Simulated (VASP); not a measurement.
# WSe2 (fluorite type) (Fm-3m) in VASP: notebook

Runs on WSe2 (fluorite type). Level: PBE. Tasks: single point, relaxation of cell and atoms.

All numbers are computed with VASP 6.6.1; they aren't measurements. Logs are shortened: lines on timing, memory, paths and dates and some standing lists are left out, and cuts for length are marked.

## (1) The cell of the first run

Symmetry: Fm-3m, No. 225, cubic system. Conventional cell: a = 6.203 Å, b = 6.203 Å, c = 6.203 Å, α = 90.00°, β = 90.00°, γ = 90.00°. Within 3.5 Å of W (site symmetry m-3m) lie 8 Se at 2.69 Å. Within 3.5 Å of Se (site symmetry -43m) lie 4 W at 2.69 Å and 6 Se at 3.10 Å.

## (2) Single point, PBE

INCAR reads:

```
SYSTEM = WSe2
  PREC = Accurate
  ENCUT = 520
  EDIFF = 1E-7
  ISMEAR = -1
  SIGMA = 0.05
  LREAL = .False.
  LASPH = .True.
  NELM = 60
  ALGO = Normal
  ISIF = 2
  LWAVE = .False.
  LCHARG = .True.
  GGA = PE
  LELF = .True.
  LVHAR = .True.
  NBANDS = 20
```

KPOINTS reads:

```
Automatic mesh
0
Gamma
  11 11 11
  0 0 0
```

POSCAR reads:

```
WSe2
1.0
    0.0000000000      3.1013376318      3.1013376318
    3.1013376318      0.0000000000      3.1013376318
    3.1013376318      3.1013376318      0.0000000000
W Se
1 2
Direct
    0.0000000000      0.0000000000      0.0000000000
    0.2500000000      0.2500000000      0.2500000000
    0.7500000000      0.7500000000      0.7500000000
```

Potentials or basis: VASP PAW PBE potentials, release 64 (W_sv, Se).

On the command line:

```
cat potpaw_PBE.64/W_sv/POTCAR potpaw_PBE.64/Se/POTCAR > POTCAR
mpirun -np 1 vasp_std > vasp.out
```

OUTCAR:

```text
SYSTEM = WSe2
   PREC = Accurate
   ENCUT = 520
   EDIFF = 1E-7
   ISMEAR = -1
   LREAL = .False.
   LASPH = .True.
   NELM = 60
   ISIF = 2
   GGA = PE

 ion  position               nearest neighbor table
   1  0.000  0.000  0.000-   3 2.69   3 2.69   3 2.69   2 2.69   3 2.69   2 2.69   2 2.69   2 2.69

   2  0.250  0.250  0.250-   1 2.69   1 2.69   1 2.69   1 2.69
   3  0.750  0.750  0.750-   1 2.69   1 2.69   1 2.69   1 2.69

  LATTYP: Found a face centered cubic cell.
 ALAT       =     6.2026752636

  Lattice vectors:

 A1 = (   0.0000000000,   3.1013376318,   3.1013376318)
 A2 = (   3.1013376318,   0.0000000000,   3.1013376318)
 A3 = (   3.1013376318,   3.1013376318,   0.0000000000)

Analysis of symmetry for initial positions (statically):
=====================================================================
 Subroutine PRICEL returns:
 Original cell was already a primitive cell.

 Routine SETGRP: Setting up the symmetry group for a
 face centered cubic supercell.

 Subroutine GETGRP returns: Found 48 space group operations
 (whereof 48 operations were pure point group operations)
 out of a pool of 48 trial point group operations.

The static configuration has the point symmetry O_h .

Analysis of symmetry for dynamics (positions and initial velocities):
=====================================================================
 Subroutine PRICEL returns:
 Original cell was already a primitive cell.

 Routine SETGRP: Setting up the symmetry group for a
 face centered cubic supercell.

 Subroutine GETGRP returns: Found 48 space group operations
 (whereof 48 operations were pure point group operations)
 out of a pool of 48 trial point group operations.

The dynamic configuration has the point symmetry O_h .

 Subroutine INISYM returns: Found 48 space group operations
 (whereof 48 operations are pure point group operations),
 and found     1 'primitive' translations

----------------------------------------------------------------------------------------

                                     Primitive cell

  volume of cell :      59.6592

  direct lattice vectors                    reciprocal lattice vectors
     0.000000000  3.101337632  3.101337632    -0.161220757  0.161220757  0.161220757
     3.101337632  0.000000000  3.101337632     0.161220757 -0.161220757  0.161220757
     3.101337632  3.101337632  0.000000000     0.161220757  0.161220757 -0.161220757

  length of vectors
     4.385953740  4.385953740  4.385953740     0.279242542  0.279242542  0.279242542

[... 76 lines left out ...]
   ISPIN  =      1    spin polarized calculation?
   LNONCOLLINEAR =      F non collinear calculations
   LSORBIT =      F    spin-orbit coupling
   LASPH  =      T    aspherical Exc in radial PAW
   ENCUT  =  520.0 eV  38.22 Ry    6.18 a.u.   8.15  8.15  8.15*2*pi/ulx,y,z
   NELM   =     60;   NELMIN=  2; NELMDL= -5     # of ELM steps
   EDIFF  = 0.1E-06   stopping-criterion for ELM
   LREAL  =      F    real-space projection
   EDIFFG = 0.1E-05   stopping-criterion for IOM
   NSW    =      0    number of steps for IOM
   IBRION =     -1    ionic relax: 0-MD 1-quasi-New 2-CG
   NFREE  =      0    steps in history (QN), initial steepest desc. (CG)
   ISIF   =      2    stress and relaxation
   ISYM   =      2    0-nonsym 1-usesym 2-fastsym
   POTIM  = 0.5000    time-step for ionic-motion
   TEBEG  =    0.0;   TEEND  =   0.0 temperature during run
   PSTRESS=    0.0 pullay stress
   NELECT =      26.0000    total number of electrons
   NUPDOWN=      -1.0000    fix difference up-down
   EMIN   =  10.00;   EMAX   =-10.00  energy-range for DOS
   EFERMI =   0.00;   METHOD = LEGACY
   ISMEAR =    -1;   SIGMA  =   0.05  broadening in eV -4-tet -1-fermi 0-gaus
   EFERMI_NEDOS =   21; number of points for ismear=-14 and -15
   IALGO  =     38    algorithm
   IMIX   =      4    mixing-type and parameters
     AMIX     =   0.40;   BMIX     =  1.00
     AMIX_MAG =   1.60;   BMIX_MAG =  1.00
  volume/ion in A,a.u.               =      19.89       134.20
  Fermi-wavevector in a.u.,A,eV,Ry     =   1.241196  2.345520 20.960681  1.540567
  Thomas-Fermi vector in A             =   2.375604
   LORBIT       =      0    0 simple, 1 ext, 2 COOP (PROOUT), +10 PAW based schemes
   GGA     = PE    functional components
   LHFCALC =     F    Hartree Fock is set to
   AEXX    =    0.0000 exact exchange contribution
   IVDW    =     0    specifies the selected vdW correction
   LEPSILON=     F    determine dielectric tensor
   LRPA    =     F    only Hartree local field effects (RPA)
 non-spin polarized calculation
  energy-cutoff  :      520.00
  volume of cell :       59.66
 maximum number of plane-waves:      1639
 NGX is ok and might be reduce to    36
   NGX = 17   NGY = 17   NGZ = 17

 number of electron      26.0000000 magnetization

 Free energy of the ion-electron system (eV)
  ---------------------------------------------------
  ext. energy  EPLUGINS =         0.00000000
  ---------------------------------------------------
  free energy    TOTEN  =       -19.23157016 eV

  energy without entropy =      -19.19590141  energy(sigma->0) =      -19.21373578

 E-fermi :   6.7231     XC(G=0): -10.9469

 val. band max:        6.7220216676   @ k =   0.0909   0.0000   0.0000
 cond. band min:       6.7367966798   @ k =   0.0909   0.0909   0.0000
 fundamental gap:      0.0147750122
 Fermi energy:         6.7231168122

 k-point     1 :       0.0000    0.0000    0.0000
  band No.  band energies     occupation
      1     -67.4387      2.00000
      2     -31.6364      2.00000
      3     -31.6363      2.00000
      4     -31.6363      2.00000
      5      -8.8760      2.00000
      6      -4.7039      2.00000
[... 541 lines left out ...]
     19      12.9250      0.00000
     20      14.2801      0.00000

 [... further k-points ...]
[... 5 lines left out ...]
  --------------------------------------------------------------------------------------
  -------------------------------------------------------------------------------------
  Total        0.0740153      0.0740153      0.0740153     -0.0000000     -0.0000000      0.0000000
  in kB        1.9877178      1.9877178      1.9877178     -0.0000000     -0.0000000      0.0000000
  external PRESSURE =       1.9877178 kB  Pullay stress =       0.0000000 kB

 VOLUME and BASIS-vectors are now :
 -----------------------------------------------------------------------------
  energy-cutoff  :      520.00
  volume of cell :       59.66
      direct lattice vectors                 reciprocal lattice vectors
     0.000000000  3.101337632  3.101337632    -0.161220757  0.161220757  0.161220757
     3.101337632  0.000000000  3.101337632     0.161220757 -0.161220757  0.161220757
     3.101337632  3.101337632  0.000000000     0.161220757  0.161220757 -0.161220757

 POSITION                                       TOTAL-FORCE (eV/Angst)
 -----------------------------------------------------------------------------------
      0.00000      0.00000      0.00000         0.000000      0.000000      0.000000
      1.55067      1.55067      1.55067        -0.000000     -0.000000     -0.000000
      4.65201      4.65201      4.65201         0.000000      0.000000     -0.000000
 -----------------------------------------------------------------------------------
    total drift:                               -0.000000      0.000000      0.000000

  FREE ENERGIE OF THE ION-ELECTRON SYSTEM (eV)
  ---------------------------------------------------
  free  energy   TOTEN  =       -19.2315701581 eV

  energy  without entropy=      -19.1959014095  energy(sigma->0) =      -19.21373578
```

OSZICAR:

```text
N       E                     dE             d eps       ncg     rms          rms(c)
DAV:   1     0.194176787577E+03    0.19418E+03   -0.12686E+04  2240   0.127E+03
DAV:   2    -0.996487432203E+01   -0.20414E+03   -0.19853E+03  2628   0.331E+02
DAV:   3    -0.200297841693E+02   -0.10065E+02   -0.98529E+01  2716   0.664E+01
DAV:   4    -0.201756023688E+02   -0.14582E+00   -0.14519E+00  2728   0.818E+00
DAV:   5    -0.201768723655E+02   -0.12700E-02   -0.12699E-02  2680   0.853E-01    0.155E+01
DAV:   6    -0.195913586213E+02    0.58551E+00   -0.11065E+01  2324   0.155E+01    0.550E+00
DAV:   7    -0.192651654923E+02    0.32619E+00   -0.27334E+00  2412   0.744E+00    0.488E+00
DAV:   8    -0.192317811775E+02    0.33384E-01   -0.16068E-01  2600   0.266E+00    0.235E-01
DAV:   9    -0.192313554173E+02    0.42576E-03   -0.40806E-03  2568   0.440E-01    0.154E-01
DAV:  10    -0.192315579729E+02   -0.20256E-03   -0.16177E-03  2632   0.275E-01    0.103E-01
DAV:  11    -0.192315495370E+02    0.84359E-05   -0.19130E-04  2648   0.102E-01    0.145E-02
DAV:  12    -0.192315690668E+02   -0.19530E-04   -0.34750E-05  2440   0.328E-02    0.533E-03
DAV:  13    -0.192315697188E+02   -0.65194E-06   -0.89423E-07  2900   0.542E-03    0.158E-03
DAV:  14    -0.192315701284E+02   -0.40966E-06   -0.25359E-07  2348   0.300E-03    0.648E-04
DAV:  15    -0.192315701581E+02   -0.29670E-07   -0.72375E-09  1668   0.511E-04
   1 F= -.19231570E+02 E0= -.19213736E+02  d E =-.356687E-01
```

It took 56 s on 1 thread of Intel Xeon Platinum 8375C at 2.90GHz (Ice Lake), shared host; peak memory 0.23 GiB.

Results:

- Free energy: -19.2316 eV
- Pressure: 0.2 GPa
- Band gap on the k mesh: zero (band 13 reaches 7.09 eV, above the bottom of band 14 at 6.26 eV)

Levels at points of the mesh, in eV from the Fermi level:
```
           k point  band 9  band 10  band 11  band 12  band 13  band 14  band 15  band 16  band 17  band 18
(0.00, 0.00, 0.00)   -5.77    -0.80    -0.80    -0.47    -0.47    -0.47     4.09     4.31     4.31     4.31
```

Caveat: spin-orbit coupling is left out, which moves the levels of the heavy elements.

## (3) Relaxation of cell and atoms, PBE

This run uses another cell than the first one, of 17.55 Å³/atom, 0.882 times its volume.

INCAR reads:

```
ALGO = Normal ; EDIFF = 1E-7
EDIFFG = -0.005 ; ENCUT = 600
GGA = PE ; IBRION = 2
ISIF = 3 ; ISMEAR = -1
LASPH = T ; LCHARG = F
LREAL = F ; LWAVE = F
NELM = 60 ; NSW = 100
PREC = Accurate ; SIGMA = 0.05
```

KPOINTS reads:

```
k-points
0
Gamma
  11 11 11
```

POSCAR reads:

```
WSe2
1.0
    0.0000000000      2.9746793134      2.9746793134
    2.9746793134      0.0000000000      2.9746793134
    2.9746793134      2.9746793134      0.0000000000
W Se
1 2
Direct
    0.0000000000      0.0000000000      0.0000000000
    0.2500000000      0.2500000000      0.2500000000
    0.7500000000      0.7500000000      0.7500000000
```

Potentials or basis: VASP PAW PBE potentials, release 64 (W_sv, Se).

On the command line:

```
cat potpaw_PBE.64/W_sv/POTCAR potpaw_PBE.64/Se/POTCAR > POTCAR
mpirun -np 1 vasp_std > vasp.out
```

It took 6 min on 1 thread of Intel Xeon Platinum 8375C at 2.90GHz (Ice Lake), shared host; peak memory 0.25 GiB.

Results (log left out):

* Free energy: -19.2310 eV
* Relaxed volume: 19.93 Å³/atom
* Relaxed cell: a = 4.389 Å, b = 4.389 Å, c = 4.389 Å, α = 60.00°, β = 60.00°, γ = 60.00°
* Space group after relaxing (to 0.05 Å): Fm-3m (No. 225)
* Energy gained by relaxing: 138.4 meV/atom
* Ionic steps: 18
* Pressure after relaxing: 0.0 GPa
* Band gap on the k mesh: zero (band 13 reaches 7.06 eV, above the bottom of band 14 at 6.23 eV)

Step by step:
```tsv
step	energy change (eV)	largest force (eV/Å)	pressure (GPa)	volume (Å³)
1	0.0000	0.0000	20.96	52.64
2	0.2866	0.0000	-15.20	72.15
3	-0.4143	0.0000	-0.73	60.11
4	-0.4151	0.0000	-0.12	59.82
5	-0.4151	0.0000	0.19	59.67
6	-0.4151	0.0000	0.20	59.67
7	-0.4151	0.0000	0.18	59.67
8	-0.4151	0.0000	0.17	59.67
9	-0.4151	0.0000	0.17	59.67
10	-0.4151	0.0000	0.17	59.67
11	-0.4151	0.0000	0.17	59.67
12	-0.4151	0.0000	0.17	59.68
13	-0.4151	0.0000	0.18	59.68
14	-0.4151	0.0000	0.16	59.68
15	-0.4151	0.0000	0.15	59.69
16	-0.4151	0.0000	0.12	59.70
17	-0.4151	0.0000	0.07	59.72
18	-0.4151	0.0000	-0.04	59.78
```

Final structure:
```
W Se
1.0
     0.00000    3.10334    3.10334
     3.10334    0.00000    3.10334
     3.10334    3.10334    0.00000
W Se
1 2
Direct
  0.00000 0.00000 0.00000
  0.25000 0.25000 0.25000
  0.75000 0.75000 0.75000
```

Levels at points of the mesh, in eV from the Fermi level:
| k point | band 11 | band 12 | band 13 | band 14 | band 15 | band 16 |
| --- | --- | --- | --- | --- | --- | --- |
| (0.00, 0.00, 0.00) | -0.80 | -0.47 | -0.47 | -0.47 | 4.07 | 4.37 |

Caveat: spin-orbit coupling is left out, which moves the levels of the heavy elements.
